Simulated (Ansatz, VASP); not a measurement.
## One calculation of GaSb, two programs

```
Ga Sb
1.0
     0.00000    2.89878    2.89878
     2.89878    0.00000    2.89878
     2.89878    2.89878    0.00000
Ga Sb
1 1
Direct
  0.00000 0.00000 0.00000
  0.25000 0.25000 0.25000
```

Change from the starting cell: volume scaled by 0.88, PAW files.

Alike in both runs: task single point; functional LDA; k mesh 11 × 11 × 11; occupations fermi-dirac, width 0.1 eV; no spin polarisation.

|  | VASP | Ansatz |
| --- | --- | --- |
| version | VASP 6.6.1 | Ansatz 0.2.0 |
| potentials or method | VASP PAW LDA potentials, release 64 (Ga_d, Sb) | PAW with Ansatz's default frozen-core files, scalar-relativistic |
| plane-wave cutoff (eV) | 520 | 420 |
| valence electrons in the cell | 18 | 28 |

Ansatz gave:

- pressure (GPa): 9.6

Estimate VASP's values.

pressure (GPa): 9.9.

LDA's correlation is that of Perdew and Zunger in VASP and of Perdew and Wang (1992) in Ansatz. VASP's potentials hold 18 valence electrons a cell and Ansatz's 28, so a difference there can come from the potentials and not from the codes.

Neither program's run includes spin-orbit coupling.
